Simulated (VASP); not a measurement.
The system is Zn2CdN2.

```xyz
5
Lattice="3.4685 0.0000 0.0000 -1.7342 3.0038 0.0000 0.0000 0.0000 6.1113" Properties=species:S:1:pos:R:3 pbc="T T T"
Zn    1.7342    1.0013    0.9053
Zn    0.0000    2.0025    5.2060
Cd    0.0000    0.0000    3.0557
N     1.7342    1.0013    4.6816
N     0.0000    2.0025    1.4297
```

Base run:

| Quantity | Value |
| --- | --- |
| Program | VASP 6.6.1 |
| Functional | BLYP |
| Potentials or basis | VASP PAW PBE potentials, release 64 (Zn, Cd, N) |
| Cutoff | 520 eV |
| k mesh | 12 × 12 × 4 |
| Occupations | fermi-dirac, width 0.1 eV |
| Spin | no spin polarisation |

Its results: band gap on the k mesh zero (band 23 reaches 3.45 eV, above the bottom of band 24 at 3.23 eV); pressure 5.9 GPa; largest force 0.034 eV/Å.

Question: The run is repeated on the same cell with these changes: functional from BLYP to revPBE. What comes out?

Answer: Band gap on the k mesh zero (band 23 reaches 3.16 eV, above the bottom of band 24 at 2.94 eV); pressure 2.7 GPa; largest force 0.026 eV/Å.

Caveats: the PAW data sets were made with another functional, which shifts forces and pressure a little.
